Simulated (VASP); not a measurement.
# BPd4 (Pmm2) in VASP: a series of runs

The runs below take BPd4 through single point, with PBE.

All numbers are computed with VASP 6.6.1; they aren't measurements. Logs are shortened: lines on timing, memory, paths and dates and some standing lists are left out, and cuts for length are marked.

## 1. The cell of the first run

Symmetry: Pmm2, No. 25, orthorhombic system. The conventional cell has a = 2.855 Å, b = 4.363 Å, c = 5.887 Å, α = 90.00°, β = 90.00°, γ = 90.00°. B (site symmetry mm2) has 5 Pd at 1.95 to 2.18 Å within 2.6 Å. Within 2.9 Å of Pd (site symmetry mm2) lie 2 B at 2.18 Å and 4 Pd at 2.86 Å. Pd (site symmetry mm2) has 12 Pd at 2.74 to 3.50 Å within 3.6 Å. Within 2.9 Å of Pd (site symmetry mm2) lie 2 B at 2.03 Å and 6 Pd at 2.74 to 2.88 Å. Within 2.6 Å of Pd (site symmetry mm2) lie 1 B at 1.95 Å.

## 2. Single point, PBE

INCAR reads:

```
PREC = Accurate ; ENCUT = 520
EDIFF = 1E-7 ; ISMEAR = 0
SIGMA = 0.1 ; LREAL = F
LASPH = T ; NELM = 80
ALGO = Fast ; ISIF = 2
LWAVE = F ; LCHARG = F
GGA = PE ; NBANDS = 30
```

KPOINTS reads:

```
Automatic mesh
0
Gamma
  14 10 6
```

POSCAR reads:

```
BPd4
1.0
    2.8553357005      0.0000000000      0.0000000000
    0.0000000000      4.3627940188      0.0000000000
    0.0000000000      0.0000000000      5.8872397336
B Pd
1 4
Direct
    0.5000000000      0.0000000000      0.8606072748
    0.5000000000      0.5000000000      0.8756092647
    0.0000000000      0.5000000000      0.3334579813
    0.0000000000      0.0000000000      0.6163278551
    0.5000000000      0.0000000000      0.1909976140
```

Potentials or basis: VASP PAW PBE potentials, release 64 (B, Pd).

Run with:

```sh
$ cat potpaw_PBE.64/B/POTCAR potpaw_PBE.64/Pd/POTCAR > POTCAR
$ mpirun -np 1 vasp_std > vasp.out
```

OUTCAR:

```text
PREC = Accurate
   ENCUT = 520
   EDIFF = 1E-7
   ISMEAR = 0
   LREAL = F
   LASPH = T
   NELM = 80
   ISIF = 2
   GGA = PE

 ion  position               nearest neighbor table
   1  0.500  0.000  0.861-   5 1.95   4 2.03   4 2.03   2 2.18   2 2.18
   2  0.500  0.500  0.876-   1 2.18   1 2.18   5 2.86   5 2.86   4 3.02   4 3.02   4 3.02   4 3.02
                             3 3.05   3 3.05
   3  0.000  0.500  0.333-   5 2.74   5 2.74   5 2.74   5 2.74   4 2.74   4 2.74   2 3.05   2 3.05

   4  0.000  0.000  0.616-   1 2.03   1 2.03   3 2.74   3 2.74   5 2.88   5 2.88   2 3.02   2 3.02
                             2 3.02   2 3.02
   5  0.500  0.000  0.191-   1 1.95   3 2.74   3 2.74   3 2.74   3 2.74   2 2.86   2 2.86   4 2.88
                             4 2.88

  LATTYP: Found a simple orthorhombic cell.
 ALAT       =     2.8553357005
 B/A-ratio  =     1.5279443387
 C/A-ratio  =     2.0618380293

  Lattice vectors:

 A1 = (   2.8553357005,   0.0000000000,   0.0000000000)
 A2 = (   0.0000000000,   4.3627940188,   0.0000000000)
 A3 = (   0.0000000000,   0.0000000000,   5.8872397336)

Analysis of symmetry for initial positions (statically):
=====================================================================
 Subroutine PRICEL returns:
 Original cell was already a primitive cell.

 Routine SETGRP: Setting up the symmetry group for a
 simple orthorhombic supercell.

 Subroutine GETGRP returns: Found  4 space group operations
 (whereof  4 operations were pure point group operations)
 out of a pool of  8 trial point group operations.

The static configuration has the point symmetry C_2v.

Analysis of symmetry for dynamics (positions and initial velocities):
=====================================================================
 Subroutine PRICEL returns:
 Original cell was already a primitive cell.

 Routine SETGRP: Setting up the symmetry group for a
 simple orthorhombic supercell.

 Subroutine GETGRP returns: Found  4 space group operations
 (whereof  4 operations were pure point group operations)
 out of a pool of  8 trial point group operations.

The dynamic configuration has the point symmetry C_2v.

 Subroutine INISYM returns: Found  4 space group operations
 (whereof  4 operations are pure point group operations),
 and found     1 'primitive' translations

----------------------------------------------------------------------------------------

                                     Primitive cell

  volume of cell :      73.3388

  direct lattice vectors                    reciprocal lattice vectors
     2.855335700  0.000000000  0.000000000     0.350221517  0.000000000  0.000000000
     0.000000000  4.362794019  0.000000000     0.000000000  0.229210913  0.000000000
     0.000000000  0.000000000  5.887239734     0.000000000  0.000000000  0.169858889

  length of vectors
     2.855335700  4.362794019  5.887239734     0.350221517  0.229210913  0.169858889

  position of ions in fractional coordinates (direct lattice)
     0.500000000  0.000000000  0.860607275
     0.500000000  0.500000000  0.875609265
     0.000000000  0.500000000  0.333457981
     0.000000000  0.000000000  0.616327855
     0.500000000  0.000000000  0.190997614

  ion indices of the primitive-cell ions
   primitive index   ion index
                 1           1
                 2           2
                 3           3
                 4           4
                 5           5

----------------------------------------------------------------------------------------

 KPOINTS: Automatic mesh

Automatic generation of k-mesh.
 Grid dimensions read from file:
 generate k-points for:   14   10    6

 Generating k-lattice:

  Cartesian coordinates                     Fractional coordinates (reciprocal lattice)
     0.025015823  0.000000000  0.000000000     0.071428571  0.000000000  0.000000000
     0.000000000  0.022921091  0.000000000     0.000000000  0.100000000  0.000000000
     0.000000000  0.000000000  0.028309815     0.000000000  0.000000000  0.166666667

  Length of vectors
     0.025015823  0.022921091  0.028309815

  Shift w.r.t. Gamma in fractional coordinates (k-lattice)
     0.000000000  0.000000000  0.000000000

 Subroutine IBZKPT returns following result:
 ===========================================

 Found    192 irreducible k-points:

 Following reciprocal coordinates:
            Coordinates               Weight
  0.000000  0.000000  0.000000      1.000000
  0.071429  0.000000  0.000000      2.000000
  0.142857  0.000000  0.000000      2.000000
  0.214286  0.000000  0.000000      2.000000
  0.285714  0.000000  0.000000      2.000000
  0.357143  0.000000  0.000000      2.000000
[... 16 lines left out ...]
  0.428571  0.200000  0.000000      4.000000
  0.500000  0.200000  0.000000      2.000000
 [... further k-points ...]
   k-points           NKPTS =    192   k-points in BZ     NKDIM =    192   number of bands    NBANDS=     30
   number of dos      NEDOS =    301   number of ions     NIONS =      5
   total plane-waves  NPLWV =  36864
   dimension x,y,z NGX =    24 NGY =   32 NGZ =   48
   dimension x,y,z NGXF=    48 NGYF=   64 NGZF=   96
   ions per type =               1   4
   NGX,Y,Z   is equivalent  to a cutoff of  13.97, 12.19, 13.55 a.u.
   NGXF,Y,Z  is equivalent  to a cutoff of  27.95, 24.39, 27.11 a.u.
 SYSTEM =  unknown system
   PREC   = accura    normal or accurate (medium, high low for compatibility)
   ISTART =      0    job   : 0-new  1-cont  2-samecut
   ICHARG =      2    charge: 1-file 2-atom 10-const
   ISPIN  =      1    spin polarized calculation?
   LNONCOLLINEAR =      F non collinear calculations
   LSORBIT =      F    spin-orbit coupling
   LASPH  =      T    aspherical Exc in radial PAW
   ENCUT  =  520.0 eV  38.22 Ry    6.18 a.u.   5.31  8.11 10.95*2*pi/ulx,y,z
   NELM   =     80;   NELMIN=  2; NELMDL= -5     # of ELM steps
   EDIFF  = 0.1E-06   stopping-criterion for ELM
   LREAL  =      F    real-space projection
   EDIFFG = 0.1E-05   stopping-criterion for IOM
   NSW    =      0    number of steps for IOM
   IBRION =     -1    ionic relax: 0-MD 1-quasi-New 2-CG
   NFREE  =      0    steps in history (QN), initial steepest desc. (CG)
   ISIF   =      2    stress and relaxation
   ISYM   =      2    0-nonsym 1-usesym 2-fastsym
   POTIM  = 0.5000    time-step for ionic-motion
   TEBEG  =    0.0;   TEEND  =   0.0 temperature during run
   PSTRESS=    0.0 pullay stress
   NELECT =      43.0000    total number of electrons
   NUPDOWN=      -1.0000    fix difference up-down
   EMIN   =  10.00;   EMAX   =-10.00  energy-range for DOS
   EFERMI =   0.00;   METHOD = LEGACY
   ISMEAR =     0;   SIGMA  =   0.10  broadening in eV -4-tet -1-fermi 0-gaus
   EFERMI_NEDOS =   21; number of points for ismear=-14 and -15
   IALGO  =     68    algorithm
   IMIX   =      4    mixing-type and parameters
     AMIX     =   0.40;   BMIX     =  1.00
     AMIX_MAG =   1.60;   BMIX_MAG =  1.00
  volume/ion in A,a.u.               =      14.67        98.98
  Fermi-wavevector in a.u.,A,eV,Ry     =   1.370208  2.589317 25.544524  1.877470
  Thomas-Fermi vector in A             =   2.496015
   LORBIT       =      0    0 simple, 1 ext, 2 COOP (PROOUT), +10 PAW based schemes
   GGA     = PE    functional components
   LHFCALC =     F    Hartree Fock is set to
   AEXX    =    0.0000 exact exchange contribution
   IVDW    =     0    specifies the selected vdW correction
   LEPSILON=     F    determine dielectric tensor
   LRPA    =     F    only Hartree local field effects (RPA)
 non-spin polarized calculation
 RMM-DIIS sequential band-by-band and
 Gauss-broadening in eV      SIGMA  =   0.10
  energy-cutoff  :      520.00
  volume of cell :       73.34
 maximum number of plane-waves:      2002
 NGX is ok and might be reduce to    24
   NGX = 11   NGY = 17   NGZ = 21

 number of electron      43.0000003 magnetization

 Free energy of the ion-electron system (eV)
  ---------------------------------------------------
  ext. energy  EPLUGINS =         0.00000000
  ---------------------------------------------------
  free energy    TOTEN  =       -27.54890719 eV

  energy without entropy =      -27.53629605  energy(sigma->0) =      -27.54260162

 E-fermi :   8.1336     XC(G=0): -12.3540

 val. band max:        8.1325921321   @ k =   0.2143   0.3000   0.1667
 cond. band min:       8.1355358036   @ k =   0.0714   0.3000   0.1667
 fundamental gap:      0.0029436716
 Fermi energy:         8.1336107667

 k-point     1 :       0.0000    0.0000    0.0000
  band No.  band energies     occupation
      1      -1.3991      2.00000
      2       2.6772      2.00000
      3       2.7800      2.00000
      4       3.5557      2.00000
      5       3.5939      2.00000
      6       4.1341      2.00000
[... 22 lines left out ...]
     29      16.8115      0.00000
     30      17.8490      0.00000

 k-point     2 :       0.0714    0.0000    0.0000
  band No.  band energies     occupation
      1      -1.3306      2.00000
      2       2.7385      2.00000
      3       2.8703      2.00000
      4       3.5712      2.00000
      5       3.6553      2.00000
      6       4.1688      2.00000
[... 22 lines left out ...]
     29      16.8777      0.00000
     30      17.9474      0.00000

 k-point     3 :       0.1429    0.0000    0.0000
  band No.  band energies     occupation
      1      -1.1348      2.00000
      2       2.8624      2.00000
      3       3.1169      2.00000
      4       3.6135      2.00000
      5       3.7814      2.00000
      6       4.0965      2.00000
[... 22 lines left out ...]
     29      17.0701      0.00000
     30      18.2319      0.00000

 k-point     4 :       0.2143    0.0000    0.0000
  band No.  band energies     occupation
      1      -0.8411      2.00000
      2       2.8753      2.00000
      3       3.4284      2.00000
      4       3.6697      2.00000
      5       3.8756      2.00000
      6       4.2585      2.00000
[... 22 lines left out ...]
     29      17.3693      0.00000
     30      18.6152      0.00000

 k-point     5 :       0.2857    0.0000    0.0000
  band No.  band energies     occupation
      1      -0.4987      2.00000
      2       2.7599      2.00000
      3       3.6495      2.00000
      4       3.7145      2.00000
      5       3.9622      2.00000
      6       4.0680      2.00000
[... 22 lines left out ...]
     29      16.8871      0.00000
     30      17.8620      0.00000
[... 526 lines left out ...]
     29      17.3372      0.00000
     30      18.2596      0.00000

 k-point    22 :       0.3571    0.2000    0.0000
  band No.  band energies     occupation
      1       0.0582      2.00000
      2       2.5768      2.00000
      3       3.4733      2.00000
      4       3.7308      2.00000
      5       3.8462      2.00000
      6       3.9626      2.00000
[... 22 lines left out ...]
     29      16.8061      0.00000
     30      17.5774      0.00000

 k-point    23 :       0.4286    0.2000    0.0000
  band No.  band energies     occupation
      1       0.2828      2.00000
      2       2.6520      2.00000
      3       3.2286      2.00000
      4       3.6377      2.00000
      5       3.7067      2.00000
      6       3.9854      2.00000
[... 22 lines left out ...]
     29      16.9923      0.00000
     30      17.2468      0.00000

 k-point    24 :       0.5000    0.2000    0.0000
  band No.  band energies     occupation
      1       0.3616      2.00000
      2       2.8450      2.00000
      3       2.9582      2.00000
      4       3.6219      2.00000
      5       3.6254      2.00000
      6       4.0368      2.00000
[... 22 lines left out ...]
     29      16.7510      0.00000
     30      17.6264      0.00000

 [... further k-points ...]
[... 5 lines left out ...]
  --------------------------------------------------------------------------------------
  -------------------------------------------------------------------------------------
  Total       -0.0299713     -0.0572443      0.1359715      0.0000000      0.0000000      0.0000000
  in kB       -0.6547603     -1.2505731      2.9704688      0.0000000      0.0000000      0.0000000
  external PRESSURE =       0.3550451 kB  Pullay stress =       0.0000000 kB

 VOLUME and BASIS-vectors are now :
 -----------------------------------------------------------------------------
  energy-cutoff  :      520.00
  volume of cell :       73.34
      direct lattice vectors                 reciprocal lattice vectors
     2.855335700  0.000000000  0.000000000     0.350221517  0.000000000  0.000000000
     0.000000000  4.362794019  0.000000000     0.000000000  0.229210913  0.000000000
     0.000000000  0.000000000  5.887239734     0.000000000  0.000000000  0.169858889

 POSITION                                       TOTAL-FORCE (eV/Angst)
 -----------------------------------------------------------------------------------
      1.42767      0.00000      5.06660         0.000000      0.000000     -0.020416
      1.42767      2.18140      5.15492         0.000000      0.000000      0.006017
      0.00000      2.18140      1.96315         0.000000      0.000000     -0.010490
      0.00000      0.00000      3.62847         0.000000      0.000000     -0.048782
      1.42767      0.00000      1.12445         0.000000      0.000000      0.073672
 -----------------------------------------------------------------------------------
    total drift:                                0.000000      0.000000     -0.000182

  FREE ENERGIE OF THE ION-ELECTRON SYSTEM (eV)
  ---------------------------------------------------
  free  energy   TOTEN  =       -27.5489071894 eV

  energy  without entropy=      -27.5362960511  energy(sigma->0) =      -27.54260162
```

It took 2.6 min on 1 thread of Intel Xeon 6975P-C (Granite Rapids), shared host; peak memory 0.43 GiB.

What came out:

- Free energy: -27.5489 eV
- Pressure: 0.0 GPa
- Largest force: 0.074 eV/Å
- Band gap on the k mesh: zero (an odd number of electrons rules out a gap without spin polarisation)

Forces on the atoms (eV/Å):
```
B    0.000  0.000 -0.020
Pd   0.000  0.000  0.006
Pd   0.000  0.000 -0.010
Pd   0.000  0.000 -0.049
Pd   0.000  0.000  0.074
```

Stress tensor (GPa, compression positive):
```
-0.07  0.00  0.00
 0.00 -0.13  0.00
 0.00  0.00  0.30
```

Levels at points of the mesh, in eV from the Fermi level:
```csv
k point,band 19,band 20,band 21,band 22,band 23,band 24,band 25,band 26
"(0.00, 0.00, 0.00)",-1.22,-0.67,-0.49,-0.32,0.03,0.40,5.40,5.48
"(0.50, 0.00, 0.00)",-0.51,-0.29,0.50,0.53,1.97,2.55,3.58,4.72
"(0.00, 0.50, 0.00)",-0.90,-0.83,-0.78,-0.76,-0.40,1.27,2.25,3.98
"(0.50, 0.50, 0.00)",-0.32,-0.01,0.80,1.51,2.32,2.55,3.18,3.67
"(0.00, 0.00, 0.50)",-1.21,-1.09,-0.77,0.01,1.68,1.80,4.54,5.06
"(0.50, 0.00, 0.50)",-0.55,-0.30,0.12,0.61,1.75,2.44,3.03,5.61
"(0.00, 0.50, 0.50)",-0.89,-0.83,-0.81,-0.46,-0.41,-0.11,3.20,6.65
"(0.50, 0.50, 0.50)",-0.59,-0.11,-0.09,1.06,2.37,2.56,2.79,3.51
```

## 3. Single point, PBE, collinear spin

This run uses another cell than the first one, of 14.79 Å³/atom.

INCAR reads:

```
PREC = Accurate ; ENCUT = 520
EDIFF = 1E-6 ; ISMEAR = 0
SIGMA = 0.1 ; LREAL = False
LASPH = True ; NELM = 150
ALGO = Normal ; ISIF = 2
LWAVE = False ; LCHARG = False
ISPIN = 2 ; MAGMOM = 0 1 1 1 1
LORBIT = 11 ; LMAXMIX = 4
GGA = PE ; NBANDS = 34
```

KPOINTS reads:

```
regular mesh
0
Gamma
  6 4 4
```

POSCAR reads:

```
BPd4
1.0
    2.8920300000      0.0000000000      0.0000000000
    0.0000000000      4.3650078800      0.0000000000
    0.0000000000      0.0000000000      5.8563151400
B Pd
1 4
Direct
    0.5000000000      0.0000000000      0.8632270100
    0.5000000000      0.5000000000      0.8675609800
    0.0000000000      0.5000000000      0.3291640000
    0.0000000000      0.0000000000      0.6194700000
    0.5000000000      0.0000000000      0.1975780000
```

Potentials or basis: VASP PAW PBE potentials, release 64 (B, Pd).

Run with:

```sh
$ cat potpaw_PBE.64/B/POTCAR potpaw_PBE.64/Pd/POTCAR > POTCAR
$ mpirun -np 1 vasp_std > vasp.out
```

It took 68 s on 1 thread of Intel Xeon 6975P-C (Granite Rapids), shared host; peak memory 0.29 GiB.

Results (log left out):

| Quantity | Value |
| --- | --- |
| Free energy | -27.5408 eV |
| Pressure | -1.3 GPa |
| Largest force | 0.226 eV/Å |
| Net moment | 0.00 μB per cell |
| Valence electrons inside the program's atomic spheres | B 1.78; Pd 9.37, 9.29, 9.63, 9.57 |

Forces in eV/Å, atoms in the order of the input:
```
B    0.000  0.000  0.117
Pd   0.000  0.000  0.134
Pd   0.000  0.000 -0.009
Pd   0.000  0.000 -0.016
Pd   0.000  0.000 -0.226
```

Stress tensor (GPa, compression positive):
```
-2.11  0.00  0.00
 0.00 -0.63  0.00
 0.00  0.00 -1.04
```

Levels at points of the mesh, in eV from the Fermi level:
Spin up:
```
           k point  band 17  band 18  band 19  band 20  band 21  band 22  band 23  band 24  band 25  band 26
(0.00, 0.00, 0.00)    -1.41    -1.35    -1.18    -0.79    -0.51    -0.25     0.09     0.45     5.25     5.47
(0.50, 0.00, 0.00)    -0.63    -0.61    -0.58    -0.28     0.45     0.47     1.80     2.53     3.47     4.74
(0.00, 0.50, 0.00)    -1.72    -1.44    -0.95    -0.85    -0.83    -0.72    -0.41     1.45     2.28     4.00
(0.50, 0.50, 0.00)    -0.94    -0.73    -0.34    -0.02     0.80     1.48     2.34     2.42     3.11     3.67
(0.00, 0.00, 0.50)    -1.65    -1.26    -1.22    -1.07    -0.79     0.08     1.63     1.95     4.55     5.06
(0.50, 0.00, 0.50)    -0.69    -0.59    -0.53    -0.26     0.03     0.57     1.57     2.40     2.87     5.62
(0.00, 0.50, 0.50)    -1.23    -1.13    -0.93    -0.85    -0.78    -0.42    -0.39    -0.09     3.31     6.57
(0.50, 0.50, 0.50)    -1.13    -0.65    -0.59    -0.16    -0.13     1.06     2.25     2.46     2.72     3.49
```
Spin down:
```
           k point  band 19  band 20  band 21  band 22  band 23  band 24
(0.00, 0.00, 0.00)    -1.18    -0.79    -0.51    -0.25     0.09     0.45
(0.50, 0.00, 0.00)    -0.58    -0.28     0.45     0.47     1.80     2.53
(0.00, 0.50, 0.00)    -0.95    -0.85    -0.83    -0.72    -0.41     1.45
(0.50, 0.50, 0.00)    -0.34    -0.02     0.80     1.48     2.34     2.42
(0.00, 0.00, 0.50)    -1.22    -1.07    -0.79     0.08     1.63     1.95
(0.50, 0.00, 0.50)    -0.53    -0.26     0.03     0.57     1.57     2.40
(0.00, 0.50, 0.50)    -0.93    -0.85    -0.78    -0.42    -0.39    -0.09
(0.50, 0.50, 0.50)    -0.59    -0.16    -0.13     1.06     2.25     2.46
```

Caveat: the k points lie up to 0.36 Å⁻¹ apart.
